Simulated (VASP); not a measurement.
# SnO2 (Pbcn) in VASP: further runs

SnO2 is run at these levels: PBE; tasks: single point.

Everything below comes from runs of VASP 6.6.1. Logs are shortened: lines on timing, memory, paths and dates and some standing lists are left out, and cuts for length are marked.

### Step 1. The cell of the first run

The structure is orthorhombic, space group Pbcn (No. 60). The conventional cell has a = 4.789 Å, b = 5.824 Å, c = 5.306 Å, α = 90.00°, β = 90.00°, γ = 90.00°. Sn (site symmetry 2) has 6 O at 2.06 to 2.14 Å within 2.7 Å. O (site symmetry 1) has 3 Sn at 2.06 to 2.14 Å and 1 O at 2.67 Å within 2.7 Å.

### Step 2. Single point, PBE

Contents of INCAR:

```
PREC = Accurate
ENCUT = 520
EDIFF = 1E-7
ISMEAR = 0
SIGMA = 0.02
LREAL = F
LASPH = T
NELM = 80
ALGO = Normal
ISIF = 2
LWAVE = F
LCHARG = F
GGA = PE
NBANDS = 64
```

Contents of KPOINTS:

```
regular mesh
0
Gamma
  6 6 6
```

Contents of POSCAR:

```
SnO2
1.0
    4.7892441803      0.0000000000      0.0000000000
    0.0000000000      5.8241797767      0.0000000000
    0.0000000000      0.0000000000      5.3055797786
Sn O
4 8
Direct
    0.5000000000      0.6651682937      0.7500000000
    0.0000000000      0.8348317063      0.2500000000
    0.5000000000      0.3348317063      0.2500000000
    0.0000000000      0.1651682937      0.7500000000
    0.7301375846      0.6070668392      0.0781721762
    0.2301375846      0.8929331608      0.9218278238
    0.7698624154      0.8929331608      0.5781721762
    0.2698624154      0.6070668392      0.4218278238
    0.7301375846      0.3929331608      0.5781721762
    0.2301375846      0.1070668392      0.4218278238
    0.7698624154      0.1070668392      0.0781721762
    0.2698624154      0.3929331608      0.9218278238
```

Potentials or basis: VASP PAW PBE potentials, release 64 (Sn_d, O).

Run with:

```bash
$ cat potpaw_PBE.64/Sn_d/POTCAR potpaw_PBE.64/O/POTCAR > POTCAR
$ mpirun -np 1 vasp_std > vasp.out
```

OUTCAR:

```text
PREC = Accurate
   ENCUT = 520
   EDIFF = 1E-7
   ISMEAR = 0
   LREAL = F
   LASPH = T
   NELM = 80
   ISIF = 2
   GGA = PE

 ion  position               nearest neighbor table
   1  0.500  0.665  0.750-   6 2.06   7 2.06   5 2.09   8 2.09   9 2.14  12 2.14   3 3.28   3 3.28
                             2 3.71   2 3.71   2 3.71   2 3.71
   2  0.000  0.835  0.250-   5 2.06   8 2.06   7 2.09   6 2.09  10 2.14  11 2.14   4 3.28   4 3.28
                             1 3.71   1 3.71   1 3.71   1 3.71
   3  0.500  0.335  0.250-  10 2.06  11 2.06   9 2.09  12 2.09   5 2.14   8 2.14   1 3.28   1 3.28
                             4 3.71   4 3.71   4 3.71   4 3.71
   4  0.000  0.165  0.750-   9 2.06  12 2.06  11 2.09  10 2.09   6 2.14   7 2.14   2 3.28   2 3.28
                             3 3.71   3 3.71   3 3.71   3 3.71
   5  0.730  0.607  0.078-   2 2.06   1 2.09   3 2.14
   6  0.230  0.893  0.922-   1 2.06   2 2.09   4 2.14
   7  0.770  0.893  0.578-   1 2.06   2 2.09   4 2.14
   8  0.270  0.607  0.422-   2 2.06   1 2.09   3 2.14
   9  0.730  0.393  0.578-   4 2.06   3 2.09   1 2.14
  10  0.230  0.107  0.422-   3 2.06   4 2.09   2 2.14
  11  0.770  0.107  0.078-   3 2.06   4 2.09   2 2.14
  12  0.270  0.393  0.922-   4 2.06   3 2.09   1 2.14

  LATTYP: Found a simple orthorhombic cell.
 ALAT       =     4.7892441803
 B/A-ratio  =     1.1078114999
 C/A-ratio  =     1.2160958092

  Lattice vectors:

 A1 = (  -4.7892441803,   0.0000000000,   0.0000000000)
 A2 = (   0.0000000000,   0.0000000000,   5.3055797786)
 A3 = (   0.0000000000,   5.8241797767,   0.0000000000)

Analysis of symmetry for initial positions (statically):
=====================================================================
 Subroutine PRICEL returns:
 Original cell was already a primitive cell.

 Routine SETGRP: Setting up the symmetry group for a
 simple orthorhombic supercell.

 Subroutine GETGRP returns: Found  8 space group operations
 (whereof  2 operations were pure point group operations)
 out of a pool of  8 trial point group operations.

The static configuration has the point symmetry S_2 .
 The point group associated with its full space group is D_2h.

Analysis of symmetry for dynamics (positions and initial velocities):
=====================================================================
 Subroutine PRICEL returns:
 Original cell was already a primitive cell.

 Routine SETGRP: Setting up the symmetry group for a
[... 138 lines left out ...]
   NELECT =     104.0000    total number of electrons
   NUPDOWN=      -1.0000    fix difference up-down
   EMIN   =  10.00;   EMAX   =-10.00  energy-range for DOS
   EFERMI =   0.00;   METHOD = LEGACY
   ISMEAR =     0;   SIGMA  =   0.02  broadening in eV -4-tet -1-fermi 0-gaus
   EFERMI_NEDOS =   21; number of points for ismear=-14 and -15
   IALGO  =     38    algorithm
   IMIX   =      4    mixing-type and parameters
     AMIX     =   0.40;   BMIX     =  1.00
     AMIX_MAG =   1.60;   BMIX_MAG =  1.00
  volume/ion in A,a.u.               =      12.33        83.22
  Fermi-wavevector in a.u.,A,eV,Ry     =   1.455485  2.750468 28.823081  2.118437
  Thomas-Fermi vector in A             =   2.572514
   LORBIT       =      0    0 simple, 1 ext, 2 COOP (PROOUT), +10 PAW based schemes
   GGA     = PE    functional components
   LHFCALC =     F    Hartree Fock is set to
   AEXX    =    0.0000 exact exchange contribution
   IVDW    =     0    specifies the selected vdW correction
   LEPSILON=     F    determine dielectric tensor
   LRPA    =     F    only Hartree local field effects (RPA)
 non-spin polarized calculation
 Gauss-broadening in eV      SIGMA  =   0.02
  energy-cutoff  :      520.00
  volume of cell :      147.99
 maximum number of plane-waves:      4018
 NGX is ok and might be reduce to    36
   NGX = 17   NGY = 21   NGZ = 19

 number of electron     104.0000061 magnetization

 Free energy of the ion-electron system (eV)
  ---------------------------------------------------
  ext. energy  EPLUGINS =         0.00000000
  ---------------------------------------------------
  free energy    TOTEN  =       -74.40576057 eV

  energy without entropy =      -74.40576057  energy(sigma->0) =      -74.40576057

 E-fermi :   5.5596     XC(G=0): -11.1166

 val. band max:        5.4517327277   @ k =   0.3333   0.0000   0.0000
 cond. band min:       6.4351501035   @ k =   0.0000   0.0000   0.0000
 fundamental gap:      0.9834173758
 Fermi energy:         5.5596271396

 k-point     1 :       0.0000    0.0000    0.0000
  band No.  band energies     occupation
      1     -15.1772      2.00000
      2     -15.0483      2.00000
      3     -14.9764      2.00000
      4     -14.7195      2.00000
      5     -14.6188      2.00000
      6     -14.4743      2.00000
[... 1597 lines left out ...]
     63      15.9908      0.00000
     64      15.9913      0.00000

 [... further k-points ...]

------------------------ aborting loop because EDIFF is reached ----------------------------------------

  FORCE on cell =-STRESS in cart. coord.  units (eV):
  Direction    XX          YY          ZZ          XY          YZ          ZX
  --------------------------------------------------------------------------------------
  -------------------------------------------------------------------------------------
  Total        0.5189533      0.5340916      0.6449155      0.0000000      0.0000000     -0.0000000
  in kB        5.6182913      5.7821812      6.9819827      0.0000000      0.0000000     -0.0000000
  external PRESSURE =       6.1274851 kB  Pullay stress =       0.0000000 kB

 VOLUME and BASIS-vectors are now :
 -----------------------------------------------------------------------------
  energy-cutoff  :      520.00
  volume of cell :      147.99
      direct lattice vectors                 reciprocal lattice vectors
     4.789244180  0.000000000  0.000000000     0.208801214  0.000000000  0.000000000
     0.000000000  5.824179777  0.000000000     0.000000000  0.171697997  0.000000000
     0.000000000  0.000000000  5.305579779     0.000000000  0.000000000  0.188480815

 POSITION                                       TOTAL-FORCE (eV/Angst)
 -----------------------------------------------------------------------------------
      2.39462      3.87406      3.97918         0.000000      0.014409     -0.000000
      0.00000      4.86221      1.32639         0.000000     -0.014409      0.000000
      2.39462      1.95012      1.32639         0.000000     -0.014409      0.000000
      0.00000      0.96197      3.97918         0.000000      0.014409     -0.000000
      3.49681      3.53567      0.41475         0.011190     -0.004049      0.004489
      1.10219      5.20060      4.89083         0.011190      0.004049     -0.004489
      3.68706      5.20060      3.06754        -0.011190      0.004049      0.004489
      1.29244      3.53567      2.23804        -0.011190     -0.004049     -0.004489
      3.49681      2.28851      3.06754         0.011190      0.004049      0.004489
      1.10219      0.62358      2.23804         0.011190     -0.004049     -0.004489
      3.68706      0.62358      0.41475        -0.011190     -0.004049      0.004489
      1.29244      2.28851      4.89083        -0.011190      0.004049     -0.004489
 -----------------------------------------------------------------------------------
    total drift:                               -0.000000     -0.000000      0.000000

  FREE ENERGIE OF THE ION-ELECTRON SYSTEM (eV)
  ---------------------------------------------------
  free  energy   TOTEN  =       -74.4057605697 eV

  energy  without entropy=      -74.4057605697  energy(sigma->0) =      -74.40576057
```

Wall time 9.7 min (1 thread of Intel Xeon Platinum 8259CL at 2.50GHz (Skylake/Cascade Lake), shared host); peak memory 0.53 GiB.

What came out:

* Free energy: -74.4058 eV
* Pressure: 0.6 GPa
* Largest force: 0.014 eV/Å
* Band gap on the k mesh: 0.98 eV (least direct gap 1.00 eV)

Forces in eV/Å, atoms in the order of the input:
```
Sn   0.000  0.014  0.000
Sn   0.000 -0.014  0.000
Sn   0.000 -0.014  0.000
Sn   0.000  0.014  0.000
O    0.011 -0.004  0.004
O    0.011  0.004 -0.004
O   -0.011  0.004  0.004
O   -0.011 -0.004 -0.004
O    0.011  0.004  0.004
O    0.011 -0.004 -0.004
O   -0.011 -0.004  0.004
O   -0.011  0.004 -0.004
```

Caveat: spin-orbit coupling is left out, which moves the levels of the heavy elements.

### Step 3. Single point, PBE (uniaxial strain along c: +1.0 %)

Contents of INCAR:

```
SYSTEM = SnO2
PREC     = Accurate       ! precision mode
ENCUT    = 520            ! plane-wave cutoff, eV
EDIFF    = 1E-7           ! SCF threshold, eV
ISMEAR   = 0              ! smearing method
SIGMA    = 0.02           ! smearing width, eV
LREAL    = .False.        ! projectors in reciprocal space
LASPH    = .True.         ! aspherical terms in the spheres
NELM     = 80             ! most SCF steps
ALGO     = Normal         ! electronic algorithm
ISIF     = 2              ! what is computed and relaxed
LWAVE    = .False.        ! write WAVECAR
LCHARG   = .True.         ! write CHGCAR
GGA      = PE             ! functional
LELF     = .True.         ! ELF
LVHAR    = .True.       
NBANDS   = 64             ! bands
```

Contents of KPOINTS:

```
Automatic mesh
0
Gamma
  6 6 6
  0 0 0
```

POSCAR, as its differences from that of step 2:

```diff
@@ -2,5 +2,5 @@
 1.0
-    4.7892441803      0.0000000000      0.0000000000
-    0.0000000000      5.8241797767      0.0000000000
-    0.0000000000      0.0000000000      5.3055797786
+    4.7772710698      0.0000000000      0.0000000000
+    0.0000000000      5.8096193273      0.0000000000
+    0.0000000000      0.0000000000      5.3586355764
 Sn O
```

Potentials or basis: VASP PAW PBE potentials, release 64 (Sn_d, O).

Run with:

```bash
$ cat potpaw_PBE.64/Sn_d/POTCAR potpaw_PBE.64/O/POTCAR > POTCAR
$ mpirun -np 1 vasp_std > vasp.out
```

Wall time 15 min (1 thread of Intel Xeon Platinum 8259CL at 2.50GHz (Skylake/Cascade Lake), shared host); peak memory 0.52 GiB.

Results (log left out):

| Property | Result |
| --- | --- |
| Free energy | -74.3991 eV |
| Pressure | -0.5 GPa |
| Largest force | 0.060 eV/Å |
| Band gap on the k mesh | 0.90 eV (least direct gap 0.93 eV) |

Forces in eV/Å, atoms in the order of the input:
```
Sn   0.000 -0.060  0.000
Sn   0.000  0.060  0.000
Sn   0.000  0.060  0.000
Sn   0.000 -0.060  0.000
O   -0.017 -0.002 -0.017
O   -0.017  0.002  0.017
O    0.017  0.002 -0.017
O    0.017 -0.002  0.017
O   -0.017  0.002 -0.017
O   -0.017 -0.002  0.017
O    0.017 -0.002 -0.017
O    0.017  0.002  0.017
```

Stress tensor (GPa, compression positive):
```
 0.19  0.00  0.00
 0.00  0.38  0.00
 0.00  0.00 -1.93
```

Levels at points of the mesh, in eV from the valence-band top:
```
           k point  band 49  band 50  band 51  band 52  band 53  band 54  band 55  band 56
(0.00, 0.00, 0.00)    -0.56    -0.15    -0.11    -0.03     0.90     5.69     5.80     6.49
(0.50, 0.00, 0.00)    -0.26    -0.26    -0.04    -0.04     4.09     4.09     4.85     4.85
(0.00, 0.50, 0.00)    -0.87    -0.87    -0.10    -0.10     3.63     3.63     6.40     6.40
(0.50, 0.50, 0.00)    -0.58    -0.58    -0.17    -0.17     4.50     4.50     5.61     5.61
(0.00, 0.00, 0.50)    -0.24    -0.24    -0.17    -0.17     3.98     3.98     5.73     5.73
(0.50, 0.00, 0.50)    -0.21    -0.21    -0.21    -0.21     4.55     4.55     4.55     4.55
(0.00, 0.50, 0.50)    -0.30    -0.30    -0.30    -0.30     5.06     5.06     5.06     5.06
(0.50, 0.50, 0.50)    -0.34    -0.34    -0.34    -0.34     4.97     4.97     4.97     4.97
```

Caveat: the cell differs from its parent crystal (uniaxial strain along c: +1.0 %); spin-orbit coupling is left out, which moves the levels of the heavy elements.

### Step 4. Single point, PBE

This run uses another cell than the first one, of 11.70 Å³/atom.

Contents of INCAR:

```
SYSTEM = SnO2
  ALGO = Normal
  EDIFF = 1E-6
  ENCUT = 600
  GGA = PE
  GGA_COMPAT = .False.
  ISIF = 2
  ISMEAR = 0
  LASPH = .True.
  LCHARG = .True.
  LELF = .True.
  LREAL = .False.
  LVHAR = .True.
  LWAVE = .False.
  NBANDS = 64
  NELM = 120
  PREC = Accurate
  SIGMA = 0.02
```

Contents of KPOINTS:

```
k-points
0
Gamma
  6 6 6
  0 0 0
```

Contents of POSCAR:

```
SnO2
1.0
    4.7122494052      0.0000000000      0.0000000000
    0.0000000000      5.7068532793      0.0000000000
    0.0000000000      0.0000000000      5.2193870411
Sn O
4 8
Direct
    0.5000000000      0.6687598897      0.7500000000
    0.0000000000      0.8312401103      0.2500000000
    0.5000000000      0.3312401103      0.2500000000
    0.0000000000      0.1687598897      0.7500000000
    0.7337866694      0.6022841096      0.0760182399
    0.2337866694      0.8977158904      0.9239817601
    0.7662133306      0.8977158904      0.5760182399
    0.2662133306      0.6022841096      0.4239817601
    0.7337866694      0.3977158904      0.5760182399
    0.2337866694      0.1022841096      0.4239817601
    0.7662133306      0.1022841096      0.0760182399
    0.2662133306      0.3977158904      0.9239817601
```

Potentials or basis: VASP PAW PBE potentials, release 64 (Sn_d, O).

Run with:

```bash
$ cat potpaw_PBE.64/Sn_d/POTCAR potpaw_PBE.64/O/POTCAR > POTCAR
$ mpirun -np 1 vasp_std > vasp.out
```

OUTCAR:

```text
SYSTEM = SnO2
   EDIFF = 1E-6
   ENCUT = 600
   GGA = PE
   ISIF = 2
   ISMEAR = 0
   LASPH = .True.
   LREAL = .False.
   NELM = 120
   PREC = Accurate

 ion  position               nearest neighbor table
   1  0.500  0.669  0.750-   6 2.03   7 2.03   5 2.06   8 2.06   9 2.10  12 2.10   3 3.24   3 3.24
                             2 3.64   2 3.64   2 3.64   2 3.64   4 3.70   4 3.70   4 3.70   4 3.70
   2  0.000  0.831  0.250-   5 2.03   8 2.03   7 2.06   6 2.06  10 2.10  11 2.10   4 3.24   4 3.24
                             1 3.64   1 3.64   1 3.64   1 3.64   3 3.70   3 3.70   3 3.70   3 3.70
   3  0.500  0.331  0.250-  10 2.03  11 2.03   9 2.06  12 2.06   5 2.10   8 2.10   1 3.24   1 3.24
                             4 3.64   4 3.64   4 3.64   4 3.64   2 3.70   2 3.70   2 3.70   2 3.70
[... 1848 lines left out ...]
  energy-cutoff  :      600.00
  volume of cell :      140.36
      direct lattice vectors                 reciprocal lattice vectors
     4.712249405  0.000000000  0.000000000     0.212212876  0.000000000  0.000000000
     0.000000000  5.706853279  0.000000000     0.000000000  0.175227915  0.000000000
     0.000000000  0.000000000  5.219387041     0.000000000  0.000000000  0.191593379

 POSITION                                       TOTAL-FORCE (eV/Angst)
 -----------------------------------------------------------------------------------
      2.35612      3.81651      3.91454         0.000000      0.016087      0.000000
      0.00000      4.74377      1.30485         0.000000     -0.016087      0.000000
      2.35612      1.89034      1.30485         0.000000     -0.016087      0.000000
      0.00000      0.96309      3.91454         0.000000      0.016087      0.000000
      3.45779      3.43715      0.39677         0.013747     -0.003954      0.004178
      1.10166      5.12313      4.82262         0.013747      0.003954     -0.004178
      3.61059      5.12313      3.00646        -0.013747      0.003954      0.004178
      1.25446      3.43715      2.21292        -0.013747     -0.003954     -0.004178
      3.45779      2.26971      3.00646         0.013747      0.003954      0.004178
      1.10166      0.58372      2.21292         0.013747     -0.003954     -0.004178
      3.61059      0.58372      0.39677        -0.013747     -0.003954      0.004178
      1.25446      2.26971      4.82262        -0.013747      0.003954     -0.004178
 -----------------------------------------------------------------------------------
    total drift:                               -0.000000      0.000000      0.000000

  FREE ENERGIE OF THE ION-ELECTRON SYSTEM (eV)
  ---------------------------------------------------
  free  energy   TOTEN  =       -74.1605928607 eV

  energy  without entropy=      -74.1605928607  energy(sigma->0) =      -74.16059286
```

OSZICAR:

```text
N       E                     dE             d eps       ncg     rms          rms(c)
DAV:   1     0.171292095303E+04    0.17129E+04   -0.52727E+04  9456   0.284E+03
DAV:   2     0.301890906740E+03   -0.14110E+04   -0.13353E+04  8432   0.867E+02
DAV:   3    -0.536920341821E+02   -0.35558E+03   -0.34597E+03  8896   0.300E+02
DAV:   4    -0.856169320443E+02   -0.31925E+02   -0.31562E+02 10160   0.982E+01
DAV:   5    -0.865539930156E+02   -0.93706E+00   -0.93376E+00  9688   0.175E+01    0.225E+01
DAV:   6    -0.738883136682E+02    0.12666E+02   -0.42698E+01 13112   0.704E+01    0.809E+00
DAV:   7    -0.742191368560E+02   -0.33082E+00   -0.51662E+00  9216   0.942E+00    0.474E+00
DAV:   8    -0.741970265992E+02    0.22110E-01   -0.67676E-01 11576   0.633E+00    0.123E+00
DAV:   9    -0.741590559974E+02    0.37971E-01   -0.22184E-01 12280   0.501E+00    0.251E-01
DAV:  10    -0.741602550331E+02   -0.11990E-02   -0.16695E-02 12024   0.946E-01    0.818E-02
DAV:  11    -0.741605862185E+02   -0.33119E-03   -0.12554E-03 10632   0.266E-01    0.199E-02
DAV:  12    -0.741605972998E+02   -0.11081E-04   -0.75766E-05 11296   0.656E-02    0.173E-02
DAV:  13    -0.741605935080E+02    0.37918E-05   -0.37383E-05 11504   0.720E-02    0.539E-03
DAV:  14    -0.741605928607E+02    0.64727E-06   -0.60952E-06  8920   0.136E-02
   1 F= -.74160593E+02 E0= -.74160593E+02  d E =-.171472E-13
```

Wall time 14 min (1 thread of Oxide Virtual Turin-like, shared host); peak memory 0.56 GiB.

What came out:

```
Free energy            : -74.1606 eV
Pressure               : 10.5 GPa
Largest force          : 0.016 eV/Å
Band gap on the k mesh : 1.52 eV
```

Forces in eV/Å, atoms in the order of the input:
```
Sn   0.000  0.016  0.000
Sn   0.000 -0.016  0.000
Sn   0.000 -0.016  0.000
Sn   0.000  0.016  0.000
O    0.014 -0.004  0.004
O    0.014  0.004 -0.004
O   -0.014  0.004  0.004
O   -0.014 -0.004 -0.004
O    0.014  0.004  0.004
O    0.014 -0.004 -0.004
O   -0.014 -0.004  0.004
O   -0.014  0.004 -0.004
```

Stress tensor (GPa, compression positive):
```
10.46  0.00  0.00
 0.00 10.42  0.00
 0.00  0.00 10.54
```

Caveat: the cell stands under pressure; spin-orbit coupling is left out, which moves the levels of the heavy elements.

### Step 5. The runs side by side

| cell | cutoff (eV) | gap on the mesh (eV) | pressure (GPa) | largest force (eV/Å) |
| --- | --- | --- | --- | --- |
| a = 4.789, b = 5.824, c = 5.306 Å, 12 atoms, atomic positions A | 520 | 0.98 | 0.6 | 0.01 |
| a = 4.777, b = 5.810, c = 5.359 Å, 12 atoms, atomic positions A | 520 | 0.90 | -0.5 | 0.06 |
| a = 4.712, b = 5.707, c = 5.219 Å, 12 atoms, atomic positions B | 600 | 1.52 | 10.5 | 0.02 |

Alike in all rows: task single point; level PBE; potentials or basis VASP PAW PBE potentials, release 64 (Sn_d, O); no spin polarisation; k mesh 6 × 6 × 6; smearing gaussian 0.02 eV.

Caveats: spin-orbit coupling is left out, which moves the levels of the heavy elements; the cell stands under pressure (at least some runs).

Absolute energies hang on the potentials; compare differences alone.
